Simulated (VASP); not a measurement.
# Cd2Mo (Fm-3m) in VASP: notebook

The runs below take Cd2Mo through relaxation of cell and atoms, single point, with PBE.

Everything below comes from runs of VASP 6.6.1. Logs are shortened: lines on timing, memory, paths and dates and some standing lists are left out, and cuts for length are marked.

## (1) The cell of the first run

It takes space group Fm-3m (No. 225, cubic). Conventional cell: a = 6.253 Å, b = 6.253 Å, c = 6.253 Å, α = 90.00°, β = 90.00°, γ = 90.00°. Cd (site symmetry -43m) has 4 Mo at 2.71 Å and 6 Cd at 3.13 Å within 3.6 Å. Within 3.6 Å of Mo (site symmetry m-3m) lie 8 Cd at 2.71 Å.

## (2) Relaxation of cell and atoms, PBE

File INCAR:

```
PREC = Accurate ; ENCUT = 600
EDIFF = 1E-7 ; ISMEAR = 0
SIGMA = 0.1 ; LREAL = F
LASPH = T ; NELM = 60
ALGO = Normal ; ISIF = 3
LWAVE = F ; LCHARG = F
GGA = PE ; IBRION = 2
NSW = 90 ; EDIFFG = -0.04
```

File KPOINTS:

```
regular mesh
0
Gamma
  6 6 6
```

File POSCAR:

```
Cd2Mo
1.0
    0.0000000000      3.1265817547      3.1265817547
    3.1265817547      0.0000000000      3.1265817547
    3.1265817547      3.1265817547      0.0000000000
Cd Mo
2 1
Direct
    0.2500000000      0.2500000000      0.2500000000
    0.7500000000      0.7500000000      0.7500000000
    0.0000000000      0.0000000000      0.0000000000
```

Potentials or basis: VASP PAW PBE potentials, release 64 (Cd, Mo_sv).

On the command line:

```sh
cat potpaw_PBE.64/Cd/POTCAR potpaw_PBE.64/Mo_sv/POTCAR > POTCAR
mpirun -np 1 vasp_std > vasp.out
```

OUTCAR:

```text
PREC = Accurate
   ENCUT = 600
   EDIFF = 1E-7
   ISMEAR = 0
   LREAL = F
   LASPH = T
   NELM = 60
   ISIF = 3
   GGA = PE
   IBRION = 2
   NSW = 90
   EDIFFG = -0.04

 ion  position               nearest neighbor table
   1  0.250  0.250  0.250-   3 2.71   3 2.71   3 2.71   3 2.71   2 3.13   2 3.13   2 3.13   2 3.13
                             2 3.13   2 3.13
   2  0.750  0.750  0.750-   3 2.71   3 2.71   3 2.71   3 2.71   1 3.13   1 3.13   1 3.13   1 3.13
                             1 3.13   1 3.13
   3  0.000  0.000  0.000-   2 2.71   2 2.71   2 2.71   1 2.71   2 2.71   1 2.71   1 2.71   1 2.71

  LATTYP: Found a face centered cubic cell.
 ALAT       =     6.2531635094

  Lattice vectors:

 A1 = (   0.0000000000,   3.1265817547,   3.1265817547)
 A2 = (   3.1265817547,   0.0000000000,   3.1265817547)
 A3 = (   3.1265817547,   3.1265817547,   0.0000000000)

Analysis of symmetry for initial positions (statically):
=====================================================================
 Subroutine PRICEL returns:
 Original cell was already a primitive cell.

 Routine SETGRP: Setting up the symmetry group for a
 face centered cubic supercell.

 Subroutine GETGRP returns: Found 48 space group operations
 (whereof 48 operations were pure point group operations)
 out of a pool of 48 trial point group operations.

The static configuration has the point symmetry O_h .

Analysis of symmetry for dynamics (positions and initial velocities):
=====================================================================
 Subroutine PRICEL returns:
 Original cell was already a primitive cell.

 Routine SETGRP: Setting up the symmetry group for a
 face centered cubic supercell.

 Subroutine GETGRP returns: Found 48 space group operations
 (whereof 48 operations were pure point group operations)
 out of a pool of 48 trial point group operations.

The dynamic configuration has the point symmetry O_h .

 Subroutine INISYM returns: Found 48 space group operations
 (whereof 48 operations are pure point group operations),
 and found     1 'primitive' translations

----------------------------------------------------------------------------------------

                                     Primitive cell

  volume of cell :      61.1279

  direct lattice vectors                    reciprocal lattice vectors
     0.000000000  3.126581755  3.126581755    -0.159919055  0.159919055  0.159919055
     3.126581755  0.000000000  3.126581755     0.159919055 -0.159919055  0.159919055
     3.126581755  3.126581755  0.000000000     0.159919055  0.159919055 -0.159919055

  length of vectors
     4.421654321  4.421654321  4.421654321     0.276987929  0.276987929  0.276987929

  position of ions in fractional coordinates (direct lattice)
     0.250000000  0.250000000  0.250000000
     0.750000000  0.750000000  0.750000000
     0.000000000  0.000000000  0.000000000

  ion indices of the primitive-cell ions
   primitive index   ion index
                 1           1
                 2           2
                 3           3

----------------------------------------------------------------------------------------

 KPOINTS: regular mesh

Automatic generation of k-mesh.
 Grid dimensions read from file:
 generate k-points for:    6    6    6

 Generating k-lattice:

  Cartesian coordinates                     Fractional coordinates (reciprocal lattice)
    -0.026653176  0.026653176  0.026653176     0.166666667  0.000000000  0.000000000
     0.026653176 -0.026653176  0.026653176     0.000000000  0.166666667  0.000000000
     0.026653176  0.026653176 -0.026653176     0.000000000  0.000000000  0.166666667

  Length of vectors
     0.046164655  0.046164655  0.046164655

  Shift w.r.t. Gamma in fractional coordinates (k-lattice)
     0.000000000  0.000000000  0.000000000

 Subroutine IBZKPT returns following result:
 ===========================================

 Found     16 irreducible k-points:

 Following reciprocal coordinates:
            Coordinates               Weight
  0.000000  0.000000  0.000000      1.000000
  0.166667  0.000000  0.000000      8.000000
  0.333333  0.000000  0.000000      8.000000
  0.500000  0.000000  0.000000      4.000000
  0.166667  0.166667  0.000000      6.000000
  0.333333  0.166667  0.000000     24.000000
[... 8 lines left out ...]
 -0.333333  0.333333  0.166667     24.000000
 -0.333333  0.500000  0.166667     12.000000
   k-points           NKPTS =     16   k-points in BZ     NKDIM =     16   number of bands    NBANDS=     23
   number of dos      NEDOS =    301   number of ions     NIONS =      3
   total plane-waves  NPLWV =  46656
   dimension x,y,z NGX =    36 NGY =   36 NGZ =   36
   dimension x,y,z NGXF=    72 NGYF=   72 NGZF=   72
   ions per type =               2   1
   NGX,Y,Z   is equivalent  to a cutoff of  13.54, 13.54, 13.54 a.u.
   NGXF,Y,Z  is equivalent  to a cutoff of  27.07, 27.07, 27.07 a.u.
 SYSTEM =  unknown system
   PREC   = accura    normal or accurate (medium, high low for compatibility)
   ISTART =      0    job   : 0-new  1-cont  2-samecut
   ICHARG =      2    charge: 1-file 2-atom 10-const
   ISPIN  =      1    spin polarized calculation?
   LNONCOLLINEAR =      F non collinear calculations
   LSORBIT =      F    spin-orbit coupling
   LASPH  =      T    aspherical Exc in radial PAW
   ENCUT  =  600.0 eV  44.10 Ry    6.64 a.u.   8.83  8.83  8.83*2*pi/ulx,y,z
   NELM   =     60;   NELMIN=  2; NELMDL= -5     # of ELM steps
   EDIFF  = 0.1E-06   stopping-criterion for ELM
   LREAL  =      F    real-space projection
   EDIFFG = -.4E-01   stopping-criterion for IOM
   NSW    =     90    number of steps for IOM
   IBRION =      2    ionic relax: 0-MD 1-quasi-New 2-CG
   NFREE  =      1    steps in history (QN), initial steepest desc. (CG)
   ISIF   =      3    stress and relaxation
   ISYM   =      2    0-nonsym 1-usesym 2-fastsym
   POTIM  = 0.5000    time-step for ionic-motion
   TEBEG  =    0.0;   TEEND  =   0.0 temperature during run
   PSTRESS=    0.0 pullay stress
   NELECT =      38.0000    total number of electrons
   NUPDOWN=      -1.0000    fix difference up-down
   EMIN   =  10.00;   EMAX   =-10.00  energy-range for DOS
   EFERMI =   0.00;   METHOD = LEGACY
   ISMEAR =     0;   SIGMA  =   0.10  broadening in eV -4-tet -1-fermi 0-gaus
   EFERMI_NEDOS =   21; number of points for ismear=-14 and -15
   IALGO  =     38    algorithm
   IMIX   =      4    mixing-type and parameters
     AMIX     =   0.40;   BMIX     =  1.00
     AMIX_MAG =   1.60;   BMIX_MAG =  1.00
  volume/ion in A,a.u.               =      20.38       137.50
  Fermi-wavevector in a.u.,A,eV,Ry     =   1.397192  2.640311 26.560570  1.952147
  Thomas-Fermi vector in A             =   2.520473
   LORBIT       =      0    0 simple, 1 ext, 2 COOP (PROOUT), +10 PAW based schemes
   GGA     = PE    functional components
   LHFCALC =     F    Hartree Fock is set to
   AEXX    =    0.0000 exact exchange contribution
   IVDW    =     0    specifies the selected vdW correction
   LEPSILON=     F    determine dielectric tensor
   LRPA    =     F    only Hartree local field effects (RPA)
 conjugate gradient relaxation of ions
 non-spin polarized calculation
 Gauss-broadening in eV      SIGMA  =   0.10
  energy-cutoff  :      600.00
  volume of cell :       61.13
 maximum number of plane-waves:      2085
   NGX = 17   NGY = 17   NGZ = 17

--------------------------------------- Ionic step        1  -------------------------------------------

 number of electron      38.0000003 magnetization

 Free energy of the ion-electron system (eV)
  ---------------------------------------------------
  ext. energy  EPLUGINS =         0.00000000
  ---------------------------------------------------
  free energy    TOTEN  =        -8.75935502 eV

  energy without entropy =       -8.73095091  energy(sigma->0) =       -8.74515297

------------------------ aborting loop because EDIFF is reached ----------------------------------------

  FORCE on cell =-STRESS in cart. coord.  units (eV):
  Direction    XX          YY          ZZ          XY          YZ          ZX
  --------------------------------------------------------------------------------------
  -------------------------------------------------------------------------------------
  Total        4.9056953      4.9056953      4.9056953     -0.0000000     -0.0000000      0.0000000
  in kB      128.5795171    128.5795171    128.5795171     -0.0000000     -0.0000000      0.0000000
  external PRESSURE =     128.5795171 kB  Pullay stress =       0.0000000 kB

 VOLUME and BASIS-vectors are now :
 -----------------------------------------------------------------------------
  energy-cutoff  :      600.00
  volume of cell :       61.13
      direct lattice vectors                 reciprocal lattice vectors
     0.000000000  3.126581755  3.126581755    -0.159919055  0.159919055  0.159919055
     3.126581755  0.000000000  3.126581755     0.159919055 -0.159919055  0.159919055
     3.126581755  3.126581755  0.000000000     0.159919055  0.159919055 -0.159919055
[... 38 lines left out ...]
 POSITION                                       TOTAL-FORCE (eV/Angst)
 -----------------------------------------------------------------------------------
      1.68662      1.68662      1.68662         0.000000     -0.000000     -0.000000
      5.05985      5.05985      5.05985        -0.000000      0.000000      0.000000
      6.74646      3.37323      3.37323         0.000000      0.000000      0.000000
 -----------------------------------------------------------------------------------
    total drift:                                0.000000      0.000000      0.000000

  FREE ENERGIE OF THE ION-ELECTRON SYSTEM (eV)
  ---------------------------------------------------
  free  energy   TOTEN  =        -8.8951308401 eV

  energy  without entropy=       -8.8622397813  energy(sigma->0) =       -8.87868531

--------------------------------------- Ionic step        3  -------------------------------------------

 number of electron      37.9999999 magnetization

 Free energy of the ion-electron system (eV)
  ---------------------------------------------------
  ext. energy  EPLUGINS =         0.00000000
  ---------------------------------------------------
  free energy    TOTEN  =        -9.04750148 eV

  energy without entropy =       -9.01640053  energy(sigma->0) =       -9.03195100

 E-fermi :   3.5757     XC(G=0): -10.6818

 val. band max:        3.5526374721   @ k =   0.5000   0.5000   0.0000
 cond. band min:       3.5926394715   @ k =   0.3333   0.0000   0.0000
 fundamental gap:      0.0400019994
 Fermi energy:         3.5756627896

 k-point     1 :       0.0000    0.0000    0.0000
  band No.  band energies     occupation
      1     -57.1656      2.00000
      2     -31.2826      2.00000
      3     -31.2826      2.00000
      4     -31.2826      2.00000
      5      -5.3037      2.00000
      6      -5.3037      2.00000
[... 15 lines left out ...]
     22      10.6226      0.00000
     23      10.6226      0.00000
[... 410 lines left out ...]
 POSITION                                       TOTAL-FORCE (eV/Angst)
 -----------------------------------------------------------------------------------
      1.63046      1.63046      1.63046         0.000000      0.000000      0.000000
      4.89137      4.89137      4.89137         0.000000     -0.000000     -0.000000
     -0.00000      0.00000      0.00000        -0.000000      0.000000     -0.000000
 -----------------------------------------------------------------------------------
    total drift:                                0.000000      0.000000      0.000000

  FREE ENERGIE OF THE ION-ELECTRON SYSTEM (eV)
  ---------------------------------------------------
  free  energy   TOTEN  =        -9.0475014781 eV

  energy  without entropy=       -9.0164005282  energy(sigma->0) =       -9.03195100

 reached required accuracy - stopping structural energy minimisation
```

Run time: 48 s. Hardware: 1 thread of Intel Xeon 6975P-C (Granite Rapids), shared host; peak memory 0.22 GiB.

Results:

| Quantity | Value |
| --- | --- |
| Free energy | -9.0475 eV |
| Relaxed volume | 23.12 Å³/atom |
| Relaxed cell | a = 4.612 Å, b = 4.612 Å, c = 4.612 Å, α = 60.00°, β = 60.00°, γ = 60.00° |
| Space group after relaxing (to 0.1 Å) | Fm-3m (No. 225) |
| Energy gained by relaxing | 96.0 meV/atom |
| Ionic steps | 3 |
| Pressure after relaxing | -0.1 GPa |
| Band gap on the k mesh | zero (bands 19 and 20 overlap by 0.39 eV) |

Step by step:
```
step  energy change (eV)  largest force (eV/Å)  pressure (GPa)  volume (Å³)
   1              0.0000                0.0000           12.86        61.13
   2             -0.1358                0.0000           -5.88        76.77
   3             -0.2881                0.0000           -0.06        69.35
```

Final structure:
```
Cd Mo
1.0
     0.00000    3.26091    3.26091
     3.26091    0.00000    3.26091
     3.26091    3.26091    0.00000
Cd Mo
2 1
Cartesian
  1.6305 1.6305 1.6305
  4.8914 4.8914 4.8914
  0.0000 0.0000 0.0000
```

Levels at points of the mesh, in eV from the Fermi level:
```tsv
k point	band 15	band 16	band 17	band 18	band 19	band 20	band 21	band 22	band 23
(0.00, 0.00, 0.00)	-7.18	-1.57	-1.57	-1.57	0.14	0.14	3.60	7.05	7.05
(0.50, 0.00, 0.00)	-4.91	-3.85	-1.04	-1.04	0.17	0.17	0.26	3.71	3.71
(0.50, 0.50, 0.00)	-3.27	-3.06	-2.69	-0.02	0.04	0.04	0.49	0.49	0.80
```

## (3) Single point, PBE

This run uses another cell than the first one, of 23.00 Å³/atom.

File INCAR:

```
SYSTEM = Cd2Mo
PREC = Accurate ; ENCUT = 520
EDIFF = 1E-7 ; ISMEAR = 0
SIGMA = 0.1 ; LREAL = .False.
LASPH = .True. ; NELM = 60
ALGO = Fast ; ISIF = 2
LWAVE = .False. ; LCHARG = .False.
GGA = PE ; NBANDS = 26
```

File KPOINTS:

```
regular mesh
0
Gamma
  12 12 12
  0 0 0
```

File POSCAR:

```
Cd2Mo
1.0
    0.0000000000      3.2555503508      3.2555503508
    3.2555503508      0.0000000000      3.2555503508
    3.2555503508      3.2555503508      0.0000000000
Cd Mo
2 1
Direct
    0.2500000000      0.2500000000      0.2500000000
    0.7500000000      0.7500000000      0.7500000000
    0.0000000000      0.0000000000      0.0000000000
```

Potentials or basis: VASP PAW PBE potentials, release 64 (Cd, Mo_sv).

On the command line:

```sh
cat potpaw_PBE.64/Cd/POTCAR potpaw_PBE.64/Mo_sv/POTCAR > POTCAR
mpirun -np 1 vasp_std > vasp.out
```

Run time: 72 s. Hardware: 1 thread of Intel Xeon 6975P-C (Granite Rapids), shared host; peak memory 0.27 GiB.

The run converged. Its results:

```yaml
Free_energy: -9.0484 eV
Pressure: 0.5 GPa
Band_gap_on_the_k_mesh: zero (bands 19 and 20 overlap by 0.39 eV)
```

Levels at points of the mesh, in eV from the Fermi level:
```csv
k point,band 17,band 18,band 19,band 20,band 21,band 22
"(0.00, 0.00, 0.00)",-1.55,-1.55,0.17,0.17,3.67,7.17
"(0.50, 0.00, 0.00)",-1.02,-1.02,0.20,0.20,0.30,3.76
"(0.50, 0.50, 0.00)",-2.66,0.00,0.08,0.08,0.53,0.53
```

## (4) Relaxation of cell and atoms, PBE

This run uses another cell than the first one, of 23.09 Å³/atom.

File INCAR:

```
SYSTEM = Cd2Mo
PREC = Accurate ; ENCUT = 600
EDIFF = 1E-7 ; ISMEAR = 0
SIGMA = 0.1 ; LREAL = .FALSE.
LASPH = .TRUE. ; NELM = 100
ALGO = Fast ; ISIF = 3
LWAVE = .FALSE. ; LCHARG = .FALSE.
GGA = PE ; IBRION = 2
NSW = 100 ; EDIFFG = -0.01
```

File KPOINTS:

```
Automatic mesh
0
G
  12 12 12
  0 0 0
```

File POSCAR:

```
Cd2Mo
1.0
    0.0000000000      3.2596219270      3.2596219270
    3.2596219270      0.0000000000      3.2596219270
    3.2596219270      3.2596219270      0.0000000000
Cd Mo
2 1
Direct
    0.2500000000      0.2500000000      0.2500000000
    0.7500000000      0.7500000000      0.7500000000
    0.0000000000      0.0000000000      0.0000000000
```

On the command line:

```sh
cat potpaw_PBE.64/Cd/POTCAR potpaw_PBE.64/Mo_sv/POTCAR > POTCAR
mpirun -np 1 vasp_std > vasp.out
```

It took 2.5 min on 1 thread of Intel Xeon 6975P-C (Granite Rapids), shared host; peak memory 0.34 GiB.

It converged, with:

| Quantity | Value |
| --- | --- |
| Free energy | -9.0481 eV |
| Relaxed volume | 23.12 Å³/atom |
| Relaxed cell | a = 4.612 Å, b = 4.612 Å, c = 4.612 Å, α = 60.00°, β = 60.00°, γ = 60.00° |
| Space group after relaxing (to 0.1 Å) | Fm-3m (No. 225) |
| Energy gained by relaxing | 0.0 meV/atom |
| Ionic steps | 2 |
| Pressure after relaxing | 0.0 GPa |
| Band gap on the k mesh | zero (bands 19 and 20 overlap by 0.39 eV) |

Final structure:
```
Cd Mo
1.0
     0.00000    3.26126    3.26126
     3.26126    0.00000    3.26126
     3.26126    3.26126    0.00000
Cd Mo
2 1
Direct
  0.25000 0.25000 0.25000
  0.75000 0.75000 0.75000
  0.00000 0.00000 0.00000
```

Levels at points of the mesh, in eV from the Fermi level:
```csv
k point,band 17,band 18,band 19,band 20,band 21,band 22
"(0.00, 0.00, 0.00)",-1.53,-1.53,0.17,0.17,3.64,7.08
"(0.50, 0.00, 0.00)",-1.01,-1.01,0.20,0.20,0.29,3.75
"(0.50, 0.50, 0.00)",-2.65,0.01,0.07,0.07,0.54,0.54
```

## (5) Summary

| task | cell | k mesh | cutoff (eV) | gap on the mesh (eV) | pressure (GPa) | relaxed volume (Å³/atom) |
| --- | --- | --- | --- | --- | --- | --- |
| relaxation of cell and atoms | relaxed from a = 4.422 Å, angles 60.0°, 3 atoms | 6 × 6 × 6 | 600 | none | -0.1 | 23.12 |
| single point | a = 4.604 Å, angles 60.0°, 3 atoms | 12 × 12 × 12 | 520 | none | 0.5 | - |
| relaxation of cell and atoms | relaxed from a = 4.610 Å, angles 60.0°, 3 atoms | 12 × 12 × 12 | 600 | none | 0.0 | 23.12 |

Alike in all rows: level PBE; potentials or basis VASP PAW PBE potentials, release 64 (Cd, Mo_sv); no spin polarisation; smearing gaussian 0.1 eV.

Total energies depend on the potentials used, so only differences within one code and one set of settings carry meaning.
